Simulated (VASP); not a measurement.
The system is Ba2TeS.

```xyz
4
Lattice="4.7927 0.0000 0.0000 0.0000 4.7927 0.0000 0.0000 0.0000 6.7840" Properties=species:S:1:pos:R:3 pbc="T T T"
S     0.0000    0.0000    0.0000
Ba    0.0000    0.0000    3.3920
Ba    2.3963    2.3963    0.0000
Te    2.3963    2.3963    3.3920
```

Base run:

* Program: VASP 6.6.1
* Functional: r2SCAN
* Potentials or basis: VASP PAW PBE potentials, release 64 (S, Ba_sv, Te)
* Cutoff: 520 eV
* k mesh: 4 × 4 × 4
* Occupations: gaussian, width 0.01 eV
* Spin: no spin polarisation

Its results: band gap on the k mesh 2.06 eV, direct; pressure 0.4 GPa.

Q: The run is repeated on the same cell with these changes: functional from r2SCAN to PBE; further incar settings from ALGO = Normal; EDIFF = 1e-07; NBANDS = 24 to ALGO = Normal; EDIFF = 1e-06; NBANDS = 24. What comes out?

A: Band gap on the k mesh 1.70 eV, direct; pressure 0.5 GPa.

Caveats: spin-orbit coupling is left out, which moves the levels of the heavy elements; the PAW data sets were made with another functional, which shifts forces and pressure a little (some runs).

A k mesh can miss the band edges.
